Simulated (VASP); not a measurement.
# TiC3 (P6_3/mmc) in VASP: relaxation of cell and atoms with PBE

Aim: the relaxation of cell and atoms of TiC3 with PBE.

Program: VASP 6.6.1. These are calculated values, not measurements. Logs are shortened: lines on timing, memory, paths and dates and some standing lists are left out, and cuts for length are marked.

**1. The cell of the first run**

Symmetry: P6_3/mmc, No. 194, hexagonal system. Conventional cell: a = 4.239 Å, b = 4.239 Å, c = 5.160 Å, α = 90.00°, β = 90.00°, γ = 120.00°. Ti (site symmetry -6m2) has 6 C at 2.16 Å within 2.9 Å. Within 1.9 Å of C (site symmetry mm2) lie 2 C at 1.44 Å.

**2. Relaxation of cell and atoms, PBE**

Input file INCAR:

```
SYSTEM = TiC3
PREC = Accurate
ENCUT = 600
EDIFF = 1E-7
ISMEAR = 0
SIGMA = 0.1
LREAL = .FALSE.
LASPH = .TRUE.
NELM = 80
ALGO = Normal
ISIF = 3
LWAVE = .FALSE.
LCHARG = .FALSE.
GGA = PE
IBRION = 2
NSW = 100
EDIFFG = -0.01
```

Input file KPOINTS:

```
Automatic mesh
0
G
  12 12 8
  0 0 0
```

Input file POSCAR:

```
TiC3
1.0
    4.2388537077      0.0000000000      0.0000000000
   -2.1194268538      3.6709549938      0.0000000000
    0.0000000000      0.0000000000      5.1604699805
Ti C
2 6
Direct
    0.3333333333      0.6666666667      0.2500000000
    0.6666666667      0.3333333333      0.7500000000
    0.8867545492      0.7735090984      0.2500000000
    0.1132454508      0.8867545492      0.7500000000
    0.2264909016      0.1132454508      0.2500000000
    0.1132454508      0.2264909016      0.7500000000
    0.8867545492      0.1132454508      0.2500000000
    0.7735090984      0.8867545492      0.7500000000
```

Potentials or basis: VASP PAW PBE potentials, release 64 (Ti_sv, C).

Started as:

```bash
> cat potpaw_PBE.64/Ti_sv/POTCAR potpaw_PBE.64/C/POTCAR > POTCAR
> mpirun -np 1 vasp_std > vasp.out
```

OUTCAR:

```text
SYSTEM = TiC3
   PREC = Accurate
   ENCUT = 600
   EDIFF = 1E-7
   ISMEAR = 0
   LREAL = .FALSE.
   LASPH = .TRUE.
   NELM = 80
   ISIF = 3
   GGA = PE
   IBRION = 2
   NSW = 100
   EDIFFG = -0.01

 ion  position               nearest neighbor table
   1  0.333  0.667  0.250-   5 2.16   3 2.16   7 2.16   7 2.16   5 2.16   3 2.16
   2  0.667  0.333  0.750-   8 2.16   6 2.16   4 2.16   4 2.16   8 2.16   6 2.16
   3  0.887  0.774  0.250-   7 1.44   5 1.44   1 2.16   1 2.16
   4  0.113  0.887  0.750-   6 1.44   8 1.44   2 2.16   2 2.16
   5  0.226  0.113  0.250-   7 1.44   3 1.44   1 2.16   1 2.16
   6  0.113  0.226  0.750-   4 1.44   8 1.44   2 2.16   2 2.16
   7  0.887  0.113  0.250-   3 1.44   5 1.44   1 2.16   1 2.16
   8  0.774  0.887  0.750-   4 1.44   6 1.44   2 2.16   2 2.16

  LATTYP: Found a hexagonal cell.
 ALAT       =     4.2388537077
 C/A-ratio  =     1.2174211087

  Lattice vectors:

 A1 = (   4.2388537077,   0.0000000000,   0.0000000000)
 A2 = (  -2.1194268538,   3.6709549938,   0.0000000000)
 A3 = (   0.0000000000,   0.0000000000,   5.1604699805)

Analysis of symmetry for initial positions (statically):
=====================================================================
 Subroutine PRICEL returns:
 Original cell was already a primitive cell.

 Routine SETGRP: Setting up the symmetry group for a
 hexagonal supercell.

 Subroutine GETGRP returns: Found 24 space group operations
 (whereof 12 operations were pure point group operations)
 out of a pool of 24 trial point group operations.

The static configuration has the point symmetry D_3d.
 The point group associated with its full space group is D_6h.

Analysis of symmetry for dynamics (positions and initial velocities):
=====================================================================
 Subroutine PRICEL returns:
 Original cell was already a primitive cell.

 Routine SETGRP: Setting up the symmetry group for a
 hexagonal supercell.

 Subroutine GETGRP returns: Found 24 space group operations
 (whereof 12 operations were pure point group operations)
 out of a pool of 24 trial point group operations.

The dynamic configuration has the point symmetry D_3d.
 The point group associated with its full space group is D_6h.

 Subroutine INISYM returns: Found 24 space group operations
 (whereof 12 operations are pure point group operations),
 and found     1 'primitive' translations

----------------------------------------------------------------------------------------

                                     Primitive cell

  volume of cell :      80.3002

  direct lattice vectors                    reciprocal lattice vectors
     4.238853708  0.000000000  0.000000000     0.235912836  0.136204339  0.000000000
    -2.119426854  3.670954994  0.000000000     0.000000000  0.272408679  0.000000000
     0.000000000  0.000000000  5.160469981     0.000000000  0.000000000  0.193780800

  length of vectors
     4.238853708  4.238853708  5.160469981     0.272408679  0.272408679  0.193780800

  position of ions in fractional coordinates (direct lattice)
     0.333333333  0.666666667  0.250000000
     0.666666667  0.333333333  0.750000000
     0.886754549  0.773509098  0.250000000
     0.113245451  0.886754549  0.750000000
     0.226490902  0.113245451  0.250000000
     0.113245451  0.226490902  0.750000000
     0.886754549  0.113245451  0.250000000
     0.773509098  0.886754549  0.750000000

  ion indices of the primitive-cell ions
   primitive index   ion index
                 1           1
                 2           2
                 3           3
                 4           4
                 5           5
                 6           6
                 7           7
                 8           8

----------------------------------------------------------------------------------------

 KPOINTS: Automatic mesh

Automatic generation of k-mesh.
 Grid dimensions read from file:
 generate k-points for:   12   12    8

 Generating k-lattice:

  Cartesian coordinates                     Fractional coordinates (reciprocal lattice)
     0.019659403  0.011350362  0.000000000     0.083333333  0.000000000  0.000000000
     0.000000000  0.022700723  0.000000000     0.000000000  0.083333333  0.000000000
     0.000000000  0.000000000  0.024222600     0.000000000  0.000000000  0.125000000

  Length of vectors
     0.022700723  0.022700723  0.024222600

  Shift w.r.t. Gamma in fractional coordinates (k-lattice)
     0.000000000  0.000000000  0.000000000

 Subroutine IBZKPT returns following result:
 ===========================================

 Found     95 irreducible k-points:

 Following reciprocal coordinates:
            Coordinates               Weight
  0.000000  0.000000  0.000000      1.000000
  0.083333 -0.000000  0.000000      6.000000
  0.166667  0.000000  0.000000      6.000000
  0.250000 -0.000000  0.000000      6.000000
  0.333333 -0.000000  0.000000      6.000000
  0.416667 -0.000000  0.000000      6.000000
[... 16 lines left out ...]
  0.250000 -0.000000  0.125000     12.000000
  0.333333 -0.000000  0.125000     12.000000
 [... further k-points ...]
   k-points           NKPTS =     95   k-points in BZ     NKDIM =     95   number of bands    NBANDS=     29
   number of dos      NEDOS =    301   number of ions     NIONS =      8
   total plane-waves  NPLWV =  54432
   dimension x,y,z NGX =    36 NGY =   36 NGZ =   42
   dimension x,y,z NGXF=    72 NGYF=   72 NGZF=   84
   ions per type =               2   6
   NGX,Y,Z   is equivalent  to a cutoff of  14.12, 14.12, 13.53 a.u.
   NGXF,Y,Z  is equivalent  to a cutoff of  28.24, 28.24, 27.06 a.u.
 SYSTEM =  TiC3
   PREC   = accura    normal or accurate (medium, high low for compatibility)
   ISTART =      0    job   : 0-new  1-cont  2-samecut
   ICHARG =      2    charge: 1-file 2-atom 10-const
   ISPIN  =      1    spin polarized calculation?
   LNONCOLLINEAR =      F non collinear calculations
   LSORBIT =      F    spin-orbit coupling
   LASPH  =      T    aspherical Exc in radial PAW
   ENCUT  =  600.0 eV  44.10 Ry    6.64 a.u.   8.47  8.47 10.31*2*pi/ulx,y,z
   NELM   =     80;   NELMIN=  2; NELMDL= -5     # of ELM steps
   EDIFF  = 0.1E-06   stopping-criterion for ELM
   LREAL  =      F    real-space projection
   EDIFFG = -.1E-01   stopping-criterion for IOM
   NSW    =    100    number of steps for IOM
   IBRION =      2    ionic relax: 0-MD 1-quasi-New 2-CG
   NFREE  =      1    steps in history (QN), initial steepest desc. (CG)
   ISIF   =      3    stress and relaxation
   ISYM   =      2    0-nonsym 1-usesym 2-fastsym
   POTIM  = 0.5000    time-step for ionic-motion
   TEBEG  =    0.0;   TEEND  =   0.0 temperature during run
   PSTRESS=    0.0 pullay stress
   NELECT =      48.0000    total number of electrons
   NUPDOWN=      -1.0000    fix difference up-down
   EMIN   =  10.00;   EMAX   =-10.00  energy-range for DOS
   EFERMI =   0.00;   METHOD = LEGACY
   ISMEAR =     0;   SIGMA  =   0.10  broadening in eV -4-tet -1-fermi 0-gaus
   EFERMI_NEDOS =   21; number of points for ismear=-14 and -15
   IALGO  =     38    algorithm
   IMIX   =      4    mixing-type and parameters
     AMIX     =   0.40;   BMIX     =  1.00
     AMIX_MAG =   1.60;   BMIX_MAG =  1.00
  volume/ion in A,a.u.               =      10.04        67.74
  Fermi-wavevector in a.u.,A,eV,Ry     =   1.379059  2.606045 25.875628  1.901805
  Thomas-Fermi vector in A             =   2.504064
   LORBIT       =      0    0 simple, 1 ext, 2 COOP (PROOUT), +10 PAW based schemes
   GGA     = PE    functional components
   LHFCALC =     F    Hartree Fock is set to
   AEXX    =    0.0000 exact exchange contribution
   IVDW    =     0    specifies the selected vdW correction
   LEPSILON=     F    determine dielectric tensor
   LRPA    =     F    only Hartree local field effects (RPA)
 conjugate gradient relaxation of ions
 non-spin polarized calculation
 Gauss-broadening in eV      SIGMA  =   0.10
  energy-cutoff  :      600.00
  volume of cell :       80.30
 maximum number of plane-waves:      2715
 NGX is ok and might be reduce to    36
   NGX = 17   NGY = 17   NGZ = 21

--------------------------------------- Ionic step        1  -------------------------------------------

 number of electron      48.0000002 magnetization

 Free energy of the ion-electron system (eV)
  ---------------------------------------------------
  ext. energy  EPLUGINS =         0.00000000
  ---------------------------------------------------
  free energy    TOTEN  =       -63.48233559 eV

  energy without entropy =      -63.47752205  energy(sigma->0) =      -63.47992882

------------------------ aborting loop because EDIFF is reached ----------------------------------------

  FORCE on cell =-STRESS in cart. coord.  units (eV):
  Direction    XX          YY          ZZ          XY          YZ          ZX
  --------------------------------------------------------------------------------------
  -------------------------------------------------------------------------------------
  Total        0.0979556      0.0979556      0.4933669      0.0000000      0.0000000      0.0000000
  in kB        1.9544444      1.9544444      9.8438234      0.0000000      0.0000000      0.0000000
  external PRESSURE =       4.5842374 kB  Pullay stress =       0.0000000 kB
[... 195 lines left out ...]
  energy  without entropy=      -63.4791461294  energy(sigma->0) =      -63.48156900

--------------------------------------- Ionic step        6  -------------------------------------------

 number of electron      48.0000002 magnetization

 Free energy of the ion-electron system (eV)
  ---------------------------------------------------
  ext. energy  EPLUGINS =         0.00000000
  ---------------------------------------------------
  free energy    TOTEN  =       -63.48419134 eV

  energy without entropy =      -63.47931631  energy(sigma->0) =      -63.48175383

 E-fermi :   6.9613     XC(G=0): -11.5180

 val. band max:        6.9372898613   @ k =   0.1667   0.0000   0.3750
 cond. band min:       6.9960474515   @ k =   0.0000   0.0000   0.1250
 fundamental gap:      0.0587575901
 Fermi energy:         6.9613044565

 k-point     1 :       0.0000    0.0000    0.0000
  band No.  band energies     occupation
      1     -50.6419      2.00000
      2     -50.6334      2.00000
      3     -27.0516      2.00000
      4     -26.9899      2.00000
      5     -26.8630      2.00000
      6     -26.8630      2.00000
[... 757 lines left out ...]
     28       8.7332      0.00000
     29       9.2338      0.00000

 [... further k-points ...]

------------------------ aborting loop because EDIFF is reached ----------------------------------------

  FORCE on cell =-STRESS in cart. coord.  units (eV):
  Direction    XX          YY          ZZ          XY          YZ          ZX
  --------------------------------------------------------------------------------------
  -------------------------------------------------------------------------------------
  Total        0.0123175      0.0123175      0.0145002      0.0000000     -0.0000000      0.0000000
  in kB        0.2444563      0.2444563      0.2877750      0.0000000     -0.0000000      0.0000000
  external PRESSURE =       0.2588959 kB  Pullay stress =       0.0000000 kB
[... 23 lines left out ...]
  FREE ENERGIE OF THE ION-ELECTRON SYSTEM (eV)
  ---------------------------------------------------
  free  energy   TOTEN  =       -63.4841913403 eV

  energy  without entropy=      -63.4793163103  energy(sigma->0) =      -63.48175383

 reached required accuracy - stopping structural energy minimisation
```

It took 9.9 min on 1 thread of AMD EPYC 9R45 (Zen 5), shared host; peak memory 0.35 GiB.

Results:

- Free energy: -63.4842 eV
- Relaxed volume: 10.09 Å³/atom
- Relaxed cell: a = 4.238 Å, b = 4.238 Å, c = 5.190 Å, α = 90.00°, β = 90.00°, γ = 120.00°
- Space group after relaxing (to 0.1 Å): P6_3/mmc (No. 194)
- Energy gained by relaxing: 0.2 meV/atom
- Ionic steps: 6
- Pressure after relaxing: 0.0 GPa
- Band gap on the k mesh: zero (bands 24 and 25 overlap by 1.17 eV)

Forces in eV/Å, atoms in the order of the input:
```
Ti   0.000  0.000  0.000
Ti   0.000  0.000  0.000
C    0.000  0.002  0.000
C   -0.002  0.001  0.000
C   -0.002 -0.001  0.000
C    0.000 -0.002  0.000
C    0.002 -0.001  0.000
C    0.002  0.001  0.000
```

Step by step:
| step | energy change (eV) | largest force (eV/Å) | pressure (GPa) | volume (Å³) |
| --- | --- | --- | --- | --- |
| 1 | 0.0000 | 0.0993 | 0.46 | 80.30 |
| 2 | 0.0025 | 0.3167 | -1.04 | 80.63 |
| 3 | -0.0007 | 0.0346 | -0.02 | 80.41 |
| 4 | -0.0017 | 0.0172 | 0.25 | 80.53 |
| 5 | -0.0017 | 0.0162 | 0.27 | 80.53 |
| 6 | -0.0019 | 0.0022 | 0.03 | 80.73 |

Final structure:
```xyz
8
Lattice="4.2379 0.0000 0.0000 -2.1190 3.6701 0.0000 0.0000 0.0000 5.1903" Properties=species:S:1:pos:R:3 pbc="T T T"
Ti    0.0000    2.4468    1.2976
Ti    2.1190    1.2234    3.8927
C     2.1190    2.8374    1.2976
C    -1.3978    3.2538    3.8927
C     0.7212    0.4164    1.2976
C     0.0000    0.8327    3.8927
C     3.5168    0.4164    1.2976
C     1.3978    3.2538    3.8927
```
